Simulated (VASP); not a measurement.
# TaN (Fm-3m) in VASP: notebook, part 2 of 5

VASP 6.6.1.

## (3) Single point, PBE

This run uses another cell than the first one, of 10.77 Å³/atom, 1.032 times its volume.

INCAR

```
PREC = Accurate
ENCUT = 520
EDIFF = 1E-7
ISMEAR = 0
SIGMA = 0.1
LREAL = F
LASPH = T
NELM = 60
ALGO = Normal
ISIF = 2
LWAVE = F
LCHARG = T
GGA = PE
LELF = T
LVHAR = T
NBANDS = 15
```

KPOINTS

```
Automatic mesh
0
Gamma
  13 13 13
```

POSCAR

```
TaN
1.0
    0.0000000000      2.2083792729      2.2083792729
    2.2083792729      0.0000000000      2.2083792729
    2.2083792729      2.2083792729      0.0000000000
Ta N
1 1
Direct
    0.5000000000      0.5000000000      0.5000000000
    0.0000000000      0.0000000000      0.0000000000
```

Potentials or basis: VASP PAW PBE potentials, release 64 (Ta_pv, N).

Command:

```console
$ cat potpaw_PBE.64/Ta_pv/POTCAR potpaw_PBE.64/N/POTCAR > POTCAR
$ mpirun -np 1 vasp_std > vasp.out
```

OUTCAR:

```text
PREC = Accurate
   ENCUT = 520
   EDIFF = 1E-7
   ISMEAR = 0
   LREAL = F
   LASPH = T
   NELM = 60
   ISIF = 2
   GGA = PE

 ion  position               nearest neighbor table
   1  0.500  0.500  0.500-   2 2.21   2 2.21   2 2.21   2 2.21   2 2.21   2 2.21
   2  0.000  0.000  0.000-   1 2.21   1 2.21   1 2.21   1 2.21   1 2.21   1 2.21

  LATTYP: Found a face centered cubic cell.
 ALAT       =     4.4167585458

  Lattice vectors:

 A1 = (   0.0000000000,   2.2083792729,   2.2083792729)
 A2 = (   2.2083792729,   0.0000000000,   2.2083792729)
 A3 = (   2.2083792729,   2.2083792729,   0.0000000000)

Analysis of symmetry for initial positions (statically):
=====================================================================
 Subroutine PRICEL returns:
 Original cell was already a primitive cell.

 Routine SETGRP: Setting up the symmetry group for a
 face centered cubic supercell.

 Subroutine GETGRP returns: Found 48 space group operations
 (whereof 48 operations were pure point group operations)
 out of a pool of 48 trial point group operations.

The static configuration has the point symmetry O_h .

Analysis of symmetry for dynamics (positions and initial velocities):
=====================================================================
 Subroutine PRICEL returns:
 Original cell was already a primitive cell.

 Routine SETGRP: Setting up the symmetry group for a
 face centered cubic supercell.

 Subroutine GETGRP returns: Found 48 space group operations
 (whereof 48 operations were pure point group operations)
 out of a pool of 48 trial point group operations.

The dynamic configuration has the point symmetry O_h .

 Subroutine INISYM returns: Found 48 space group operations
 (whereof 48 operations are pure point group operations),
 and found     1 'primitive' translations

----------------------------------------------------------------------------------------

                                     Primitive cell

  volume of cell :      21.5403

  direct lattice vectors                    reciprocal lattice vectors
     0.000000000  2.208379273  2.208379273    -0.226410384  0.226410384  0.226410384
     2.208379273  0.000000000  2.208379273     0.226410384 -0.226410384  0.226410384
     2.208379273  2.208379273  0.000000000     0.226410384  0.226410384 -0.226410384

  length of vectors
     3.123119919  3.123119919  3.123119919     0.392154289  0.392154289  0.392154289

  position of ions in fractional coordinates (direct lattice)
     0.500000000  0.500000000  0.500000000
     0.000000000  0.000000000  0.000000000

  ion indices of the primitive-cell ions
   primitive index   ion index
                 1           1
                 2           2

----------------------------------------------------------------------------------------

 KPOINTS: Automatic mesh

Automatic generation of k-mesh.
 Grid dimensions read from file:
 generate k-points for:   13   13   13

 Generating k-lattice:

  Cartesian coordinates                     Fractional coordinates (reciprocal lattice)
    -0.017416183  0.017416183  0.017416183     0.076923077  0.000000000  0.000000000
     0.017416183 -0.017416183  0.017416183     0.000000000  0.076923077  0.000000000
     0.017416183  0.017416183 -0.017416183     0.000000000  0.000000000  0.076923077

  Length of vectors
     0.030165715  0.030165715  0.030165715

  Shift w.r.t. Gamma in fractional coordinates (k-lattice)
     0.000000000  0.000000000  0.000000000

 Subroutine IBZKPT returns following result:
 ===========================================

 Found     84 irreducible k-points:

 Following reciprocal coordinates:
            Coordinates               Weight
  0.000000  0.000000  0.000000      1.000000
  0.076923  0.000000  0.000000      8.000000
  0.153846  0.000000  0.000000      8.000000
  0.230769  0.000000  0.000000      8.000000
  0.307692  0.000000  0.000000      8.000000
  0.384615  0.000000  0.000000      8.000000
[... 16 lines left out ...]
  0.384615  0.153846  0.000000     24.000000
  0.461538  0.153846  0.000000     24.000000
 [... further k-points ...]
   k-points           NKPTS =     84   k-points in BZ     NKDIM =     84   number of bands    NBANDS=     15
   number of dos      NEDOS =    301   number of ions     NIONS =      2
   total plane-waves  NPLWV =  13824
   dimension x,y,z NGX =    24 NGY =   24 NGZ =   24
   dimension x,y,z NGXF=    48 NGYF=   48 NGZF=   48
   ions per type =               1   1
   NGX,Y,Z   is equivalent  to a cutoff of  12.78, 12.78, 12.78 a.u.
   NGXF,Y,Z  is equivalent  to a cutoff of  25.55, 25.55, 25.55 a.u.
 SYSTEM =  unknown system
   PREC   = accura    normal or accurate (medium, high low for compatibility)
   ISTART =      0    job   : 0-new  1-cont  2-samecut
   ICHARG =      2    charge: 1-file 2-atom 10-const
   ISPIN  =      1    spin polarized calculation?
   LNONCOLLINEAR =      F non collinear calculations
   LSORBIT =      F    spin-orbit coupling
   LASPH  =      T    aspherical Exc in radial PAW
   ENCUT  =  520.0 eV  38.22 Ry    6.18 a.u.   5.81  5.81  5.81*2*pi/ulx,y,z
   NELM   =     60;   NELMIN=  2; NELMDL= -5     # of ELM steps
   EDIFF  = 0.1E-06   stopping-criterion for ELM
   LREAL  =      F    real-space projection
   EDIFFG = 0.1E-05   stopping-criterion for IOM
   NSW    =      0    number of steps for IOM
   IBRION =     -1    ionic relax: 0-MD 1-quasi-New 2-CG
   NFREE  =      0    steps in history (QN), initial steepest desc. (CG)
   ISIF   =      2    stress and relaxation
   ISYM   =      2    0-nonsym 1-usesym 2-fastsym
   POTIM  = 0.5000    time-step for ionic-motion
   TEBEG  =    0.0;   TEEND  =   0.0 temperature during run
   PSTRESS=    0.0 pullay stress
   NELECT =      16.0000    total number of electrons
   NUPDOWN=      -1.0000    fix difference up-down
   EMIN   =  10.00;   EMAX   =-10.00  energy-range for DOS
   EFERMI =   0.00;   METHOD = LEGACY
   ISMEAR =     0;   SIGMA  =   0.10  broadening in eV -4-tet -1-fermi 0-gaus
   EFERMI_NEDOS =   21; number of points for ismear=-14 and -15
   IALGO  =     38    algorithm
   IMIX   =      4    mixing-type and parameters
     AMIX     =   0.40;   BMIX     =  1.00
     AMIX_MAG =   1.60;   BMIX_MAG =  1.00
  volume/ion in A,a.u.               =      10.77        72.68
  Fermi-wavevector in a.u.,A,eV,Ry     =   1.482624  2.801754 29.907991  2.198175
  Thomas-Fermi vector in A             =   2.596387
   LORBIT       =      0    0 simple, 1 ext, 2 COOP (PROOUT), +10 PAW based schemes
   GGA     = PE    functional components
   LHFCALC =     F    Hartree Fock is set to
   AEXX    =    0.0000 exact exchange contribution
   IVDW    =     0    specifies the selected vdW correction
   LEPSILON=     F    determine dielectric tensor
   LRPA    =     F    only Hartree local field effects (RPA)
 non-spin polarized calculation
 Gauss-broadening in eV      SIGMA  =   0.10
  energy-cutoff  :      520.00
  volume of cell :       21.54
 maximum number of plane-waves:       589
   NGX = 11   NGY = 11   NGZ = 11

 number of electron      16.0000003 magnetization

 Free energy of the ion-electron system (eV)
  ---------------------------------------------------
  ext. energy  EPLUGINS =         0.00000000
  ---------------------------------------------------
  free energy    TOTEN  =       -21.83507098 eV

  energy without entropy =      -21.83264725  energy(sigma->0) =      -21.83385911

 E-fermi :   9.4557     XC(G=0): -13.3662

 val. band max:        9.3122924158   @ k =   0.2308   0.1538   0.0769
 cond. band min:       9.4611332515   @ k =   0.0000   0.0000   0.0000
 fundamental gap:      0.1488408357
 Fermi energy:         9.4557433974

 k-point     1 :       0.0000    0.0000    0.0000
  band No.  band energies     occupation
      1     -26.4029      2.00000
      2     -26.4029      2.00000
      3     -26.4029      2.00000
      4      -9.3565      2.00000
      5       5.6105      2.00000
      6       5.6105      2.00000
      7       5.6105      2.00000
      8       7.3295      2.00000
      9       7.3295      2.00000
     10       7.3295      2.00000
     11       9.4611      0.93924
     12       9.4611      0.93923
     13      10.8083      0.00000
     14      18.8010      0.00000
     15      21.7328      0.00000
[... 397 lines left out ...]
 k-point    24 :       0.4615    0.1538    0.0000
  band No.  band energies     occupation
      1     -27.1031      2.00000
      2     -26.5690      2.00000
      3     -26.5282      2.00000
      4      -6.9777      2.00000
      5       0.1097      2.00000
      6       2.2144      2.00000
      7       2.5932      2.00000
      8       8.5273      2.00000
      9      11.5641      0.00000
     10      11.6242      0.00000
     11      14.2947      0.00000
     12      14.8437      0.00000
     13      17.0921      0.00000
     14      19.8170      0.00000
     15      21.7447      0.00000

 [... further k-points ...]
[... 5 lines left out ...]
  --------------------------------------------------------------------------------------
  -------------------------------------------------------------------------------------
  Total        0.1044875      0.1044875      0.1044875      0.0000000      0.0000000      0.0000000
  in kB        7.7718419      7.7718419      7.7718419      0.0000000      0.0000000      0.0000000
  external PRESSURE =       7.7718419 kB  Pullay stress =       0.0000000 kB

 VOLUME and BASIS-vectors are now :
 -----------------------------------------------------------------------------
  energy-cutoff  :      520.00
  volume of cell :       21.54
      direct lattice vectors                 reciprocal lattice vectors
     0.000000000  2.208379273  2.208379273    -0.226410384  0.226410384  0.226410384
     2.208379273  0.000000000  2.208379273     0.226410384 -0.226410384  0.226410384
     2.208379273  2.208379273  0.000000000     0.226410384  0.226410384 -0.226410384

 POSITION                                       TOTAL-FORCE (eV/Angst)
 -----------------------------------------------------------------------------------
      2.20838      2.20838      2.20838        -0.000000      0.000000      0.000000
      0.00000      0.00000      0.00000         0.000000     -0.000000     -0.000000
 -----------------------------------------------------------------------------------
    total drift:                                0.000000     -0.000000     -0.000000

  FREE ENERGIE OF THE ION-ELECTRON SYSTEM (eV)
  ---------------------------------------------------
  free  energy   TOTEN  =       -21.8350709758 eV

  energy  without entropy=      -21.8326472459  energy(sigma->0) =      -21.83385911
```

OSZICAR:

```text
N       E                     dE             d eps       ncg     rms          rms(c)
DAV:   1     0.912197488818E+02    0.91220E+02   -0.88227E+03  2528   0.113E+03
DAV:   2    -0.218755898096E+02   -0.11310E+03   -0.10665E+03  3094   0.305E+02
DAV:   3    -0.248421989652E+02   -0.29666E+01   -0.29465E+01  2793   0.455E+01
DAV:   4    -0.248545123854E+02   -0.12313E-01   -0.12311E-01  3318   0.313E+00
DAV:   5    -0.248545911851E+02   -0.78800E-04   -0.78798E-04  2821   0.226E-01    0.235E+01
DAV:   6    -0.219260454880E+02    0.29285E+01   -0.55338E+00  3041   0.263E+01    0.967E+00
DAV:   7    -0.218695570279E+02    0.56488E-01   -0.60027E-01  2821   0.611E+00    0.677E+00
DAV:   8    -0.218434269167E+02    0.26130E-01   -0.15772E-01  2954   0.336E+00    0.171E+00
DAV:   9    -0.218351428185E+02    0.82841E-02   -0.22769E-02  2856   0.124E+00    0.332E-01
DAV:  10    -0.218351180485E+02    0.24770E-04   -0.17283E-03  2947   0.422E-01    0.620E-02
DAV:  11    -0.218350717592E+02    0.46289E-04   -0.93756E-05  2850   0.111E-01    0.203E-02
DAV:  12    -0.218350713666E+02    0.39265E-06   -0.87805E-06  2919   0.277E-02    0.565E-03
DAV:  13    -0.218350709350E+02    0.43163E-06   -0.26304E-07  2918   0.468E-03    0.260E-03
DAV:  14    -0.218350709758E+02   -0.40804E-07   -0.26238E-08  1680   0.148E-03
   1 F= -.21835071E+02 E0= -.21833859E+02  d E =-.242373E-02
```

It took 9.4 s on 1 thread of Intel Xeon 6975P-C (Granite Rapids), shared host; peak memory 0.15 GiB.

Results:

| Item | Value |
| --- | --- |
| Free energy | -21.8351 eV |
| Pressure | 0.8 GPa |
| Band gap on the k mesh | zero (band 8 reaches 11.12 eV, above the bottom of band 9 at 7.33 eV) |

Caveat: spin-orbit coupling is left out, which moves the levels of the heavy elements.

[end of part 2 of 5]
